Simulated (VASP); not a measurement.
Write the native input for VASP 6.6.1 that does the following.

```yaml
Task: single point
Functional: PBE
Potentials_or_basis: VASP PAW PBE potentials, release 64 (Rh_pv)
Cutoff: 500 eV
k_mesh: 14 × 14 × 14
Occupations: tetrahedron
Spin: no spin polarisation
Dipole_correction: no
Further_INCAR_settings: ALGO = Normal; EDIFF = 1e-06; NBANDS = 14
```

The structure of Rh lies in POSCAR:

```
Rh
1.0
    0.0000000000      1.8978500000      1.8978500000
    1.8978500000      0.0000000000      1.8978500000
    1.8978500000      1.8978500000      0.0000000000
Rh
1
Direct
    0.0000000000      0.0000000000      0.0000000000
```

The input as run:

INCAR

```
SYSTEM = Rh
ALGO = Normal
EDIFF = 1E-6
ENCUT = 500
GGA = PE
GGA_COMPAT = .False.
ISIF = 2
ISMEAR = -5
LASPH = .True.
LCHARG = .False.
LREAL = .False.
LWAVE = .False.
NBANDS = 14
NELM = 120
PREC = Accurate
SIGMA = 0.1
```

KPOINTS

```
k-points
0
Gamma
  14 14 14
  0 0 0
```

Potentials or basis: VASP PAW PBE potentials, release 64 (Rh_pv).

Command:

```sh
$ cat potpaw_PBE.64/Rh_pv/POTCAR > POTCAR
$ mpirun -np 1 vasp_std > vasp.out
```

Results of the run:

| Item | Value |
| --- | --- |
| Pressure | 7.5 GPa |

Caveat: tetrahedron occupations give inexact forces and stress in metals.

Run time: 27 s on 1 thread of Intel Xeon 8259CL, with other jobs on the host, peak memory 0.13 GiB.
